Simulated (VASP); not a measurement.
# SnTe (F-43m) in VASP: further runs, part 2 of 2

VASP 6.6.1. Earlier steps stand in the parts before.

## (4) Single point, LDA

File INCAR:

```
PREC = Accurate
ENCUT = 520
EDIFF = 1E-7
ISMEAR = -1
SIGMA = 0.02
LREAL = F
LASPH = T
NELM = 60
ALGO = Normal
ISIF = 2
LWAVE = F
LCHARG = T
GGA = CA
LELF = T
LVHAR = T
NBANDS = 17
```

File KPOINTS:

```
regular mesh
0
Gamma
  6 6 6
```

File POSCAR:

```
SnTe
1.0
    0.0000000000      3.6111460000      3.6111460000
    3.6111460000      0.0000000000      3.6111460000
    3.6111460000      3.6111460000      0.0000000000
Sn Te
1 1
Direct
    0.0000000000      0.0000000000      0.0000000000
    0.7500000000      0.7500000000      0.7500000000
```

Potentials or basis: VASP PAW LDA potentials, release 64 (Sn_d, Te).

Launch:

```bash
cat potpaw_LDA.64/Sn_d/POTCAR potpaw_LDA.64/Te/POTCAR > POTCAR
mpirun -np 1 vasp_std > vasp.out
```

OUTCAR:

```text
PREC = Accurate
   ENCUT = 520
   EDIFF = 1E-7
   ISMEAR = -1
   LREAL = F
   LASPH = T
   NELM = 60
   ISIF = 2
   GGA = CA

 ion  position               nearest neighbor table
   1  0.000  0.000  0.000-   2 3.13   2 3.13   2 3.13   2 3.13
   2  0.750  0.750  0.750-   1 3.13   1 3.13   1 3.13   1 3.13

  LATTYP: Found a face centered cubic cell.
 ALAT       =     7.2222920000

  Lattice vectors:

 A1 = (   0.0000000000,   3.6111460000,   3.6111460000)
 A2 = (   3.6111460000,   0.0000000000,   3.6111460000)
 A3 = (   3.6111460000,   3.6111460000,   0.0000000000)

Analysis of symmetry for initial positions (statically):
=====================================================================
 Subroutine PRICEL returns:
 Original cell was already a primitive cell.

 Routine SETGRP: Setting up the symmetry group for a
 face centered cubic supercell.

 Subroutine GETGRP returns: Found 24 space group operations
 (whereof 24 operations were pure point group operations)
 out of a pool of 48 trial point group operations.

The static configuration has the point symmetry T_d .

Analysis of symmetry for dynamics (positions and initial velocities):
=====================================================================
 Subroutine PRICEL returns:
 Original cell was already a primitive cell.

 Routine SETGRP: Setting up the symmetry group for a
 face centered cubic supercell.

 Subroutine GETGRP returns: Found 24 space group operations
 (whereof 24 operations were pure point group operations)
 out of a pool of 48 trial point group operations.

The dynamic configuration has the point symmetry T_d .

 Subroutine INISYM returns: Found 24 space group operations
 (whereof 24 operations are pure point group operations),
 and found     1 'primitive' translations

[... 99 lines left out ...]
   EFERMI =   0.00;   METHOD = LEGACY
   ISMEAR =    -1;   SIGMA  =   0.02  broadening in eV -4-tet -1-fermi 0-gaus
   EFERMI_NEDOS =   21; number of points for ismear=-14 and -15
   IALGO  =     38    algorithm
   IMIX   =      4    mixing-type and parameters
     AMIX     =   0.40;   BMIX     =  1.00
     AMIX_MAG =   1.60;   BMIX_MAG =  1.00
  volume/ion in A,a.u.               =      47.09       317.78
  Fermi-wavevector in a.u.,A,eV,Ry     =   0.976704  1.845704 12.979296  0.953951
  Thomas-Fermi vector in A             =   2.107344
   LORBIT       =      0    0 simple, 1 ext, 2 COOP (PROOUT), +10 PAW based schemes
   GGA     = CA    functional components
   LHFCALC =     F    Hartree Fock is set to
   AEXX    =    0.0000 exact exchange contribution
   IVDW    =     0    specifies the selected vdW correction
   LEPSILON=     F    determine dielectric tensor
   LRPA    =     F    only Hartree local field effects (RPA)
 non-spin polarized calculation
  energy-cutoff  :      520.00
  volume of cell :       94.18
 maximum number of plane-waves:      2637
 NGX is ok and might be reduce to    40
   NGX = 19   NGY = 19   NGZ = 19

 number of electron      19.9999999 magnetization

 Free energy of the ion-electron system (eV)
  ---------------------------------------------------
  ext. energy  EPLUGINS =         0.00000000
  ---------------------------------------------------
  free energy    TOTEN  =        -7.99445225 eV

  energy without entropy =       -7.99434420  energy(sigma->0) =       -7.99439823

 E-fermi :   2.8587     XC(G=0):  -7.8054

 val. band max:        2.7493460392   @ k =  -0.3333   0.5000   0.1667
 cond. band min:       2.9402306443   @ k =   0.5000   0.5000   0.0000
 fundamental gap:      0.1908846051
 Fermi energy:         2.8587292809

 k-point     1 :       0.0000    0.0000    0.0000
  band No.  band energies     occupation
      1     -18.7786      2.00000
      2     -18.7786      2.00000
      3     -18.7786      2.00000
      4     -18.7682      2.00000
      5     -18.7682      2.00000
      6      -8.6333      2.00000
[... 297 lines left out ...]
      4     -18.7687      2.00000
      5     -18.7676      2.00000
      6      -7.8743      2.00000
[... 9 lines left out ...]
     16      10.7594      0.00000
     17      10.7770      0.00000

------------------------ aborting loop because EDIFF is reached ----------------------------------------

  FORCE on cell =-STRESS in cart. coord.  units (eV):
  Direction    XX          YY          ZZ          XY          YZ          ZX
  --------------------------------------------------------------------------------------
  -------------------------------------------------------------------------------------
  Total       -1.2572242     -1.2572242     -1.2572242      0.0000000     -0.0000000     -0.0000000
  in kB      -21.3874085    -21.3874085    -21.3874085      0.0000000     -0.0000000     -0.0000000
  external PRESSURE =     -21.3874085 kB  Pullay stress =       0.0000000 kB

 VOLUME and BASIS-vectors are now :
 -----------------------------------------------------------------------------
  energy-cutoff  :      520.00
  volume of cell :       94.18
      direct lattice vectors                 reciprocal lattice vectors
     0.000000000  3.611146000  3.611146000    -0.138460201  0.138460201  0.138460201
     3.611146000  0.000000000  3.611146000     0.138460201 -0.138460201  0.138460201
     3.611146000  3.611146000  0.000000000     0.138460201  0.138460201 -0.138460201

 POSITION                                       TOTAL-FORCE (eV/Angst)
 -----------------------------------------------------------------------------------
      0.00000      0.00000      0.00000        -0.000000     -0.000000      0.000000
      5.41672      5.41672      5.41672         0.000000      0.000000     -0.000000
 -----------------------------------------------------------------------------------
    total drift:                                0.000000      0.000000      0.000000

  FREE ENERGIE OF THE ION-ELECTRON SYSTEM (eV)
  ---------------------------------------------------
  free  energy   TOTEN  =        -7.9944522533 eV

  energy  without entropy=       -7.9943441984  energy(sigma->0) =       -7.99439823
```

OSZICAR:

```text
N       E                     dE             d eps       ncg     rms          rms(c)
DAV:   1     0.127938569264E+03    0.12794E+03   -0.90852E+03   544   0.117E+03
DAV:   2     0.509486010056E+01   -0.12284E+03   -0.11964E+03   587   0.298E+02
DAV:   3    -0.771374586424E+01   -0.12809E+02   -0.12751E+02   645   0.920E+01
DAV:   4    -0.813809431790E+01   -0.42435E+00   -0.42416E+00   659   0.181E+01
DAV:   5    -0.815551900843E+01   -0.17425E-01   -0.17424E-01   767   0.354E+00    0.430E+00
DAV:   6    -0.800522174542E+01    0.15030E+00   -0.38861E-01   708   0.293E+00    0.284E+00
DAV:   7    -0.799638467923E+01    0.88371E-02   -0.70833E-02   586   0.100E+00    0.107E+00
DAV:   8    -0.799449543121E+01    0.18892E-02   -0.80233E-03   662   0.607E-01    0.219E-01
DAV:   9    -0.799440647050E+01    0.88961E-04   -0.18606E-03   649   0.244E-01    0.502E-02
DAV:  10    -0.799442603697E+01   -0.19566E-04   -0.21281E-04   598   0.743E-02    0.299E-02
DAV:  11    -0.799445241808E+01   -0.26381E-04   -0.35092E-05   575   0.281E-02    0.193E-02
DAV:  12    -0.799445209825E+01    0.31984E-06   -0.29358E-06   690   0.113E-02    0.805E-03
DAV:  13    -0.799445225537E+01   -0.15712E-06   -0.38195E-07   576   0.304E-03    0.202E-03
DAV:  14    -0.799445225331E+01    0.20582E-08   -0.93026E-08   432   0.274E-03
   1 F= -.79944523E+01 E0= -.79943982E+01  d E =-.108055E-03
```

stdout:

```text
POSCAR found type information on POSCAR SnTe
 POSCAR found :  2 types and       2 ions
 scaLAPACK will be used
 LDA part: xc-table for (Slater(with rela. corr.)+CA(PZ))
 , standard interpolation
 POSCAR, INCAR and KPOINTS ok, starting setup
 FFT: planning ... GRIDC
 FFT: planning ... GRID_SOFT
 FFT: planning ... GRID
 WAVECAR not read
 entering main loop
```

It took 29 s on 1 thread of Intel Xeon 6975P-C, shared host; peak memory 0.2 GiB.

Results:

```
Free energy            : -7.9945 eV
Pressure               : -2.1 GPa
Band gap on the k mesh : 0.19 eV, indirect (least direct gap 0.72 eV)
```

Levels at points of the mesh, in eV from the valence-band top:
| k point | band 7 | band 8 | band 9 | band 10 | band 11 | band 12 | band 13 | band 14 |
| --- | --- | --- | --- | --- | --- | --- | --- | --- |
| (0.00, 0.00, 0.00) | -5.11 | -1.73 | -1.73 | -1.73 | 1.15 | 1.15 | 1.15 | 4.06 |
| (0.50, 0.00, 0.00) | -6.88 | -2.27 | -2.27 | -1.92 | 1.95 | 1.95 | 3.49 | 5.64 |
| (0.50, 0.50, 0.00) | -7.24 | -2.93 | -2.93 | -0.53 | 0.19 | 4.00 | 4.00 | 5.46 |

Caveat: spin-orbit coupling is left out, which moves the levels of the heavy elements.

## (5) The runs side by side

```tsv
level	potentials or basis	gap on the mesh (eV)	pressure (GPa)
PBEsol	VASP PAW PBE potentials, release 64 (Sn_d, Te)	0.23	-1.4
BLYP	VASP PAW PBE potentials, release 64 (Sn_d, Te)	0.32	1.6
LDA	VASP PAW LDA potentials, release 64 (Sn_d, Te)	0.19	-2.1
```

Alike in all rows: task single point; no spin polarisation; cell as given; k mesh 6 × 6 × 6; cutoff (eV) 520; smearing fermi-dirac 0.02 eV.

Caveats: spin-orbit coupling is left out, which moves the levels of the heavy elements; the PAW data sets were made with another functional, which shifts forces and pressure a little (some runs).

Total energies depend on the potentials used, so only differences within one code and one set of settings carry meaning.
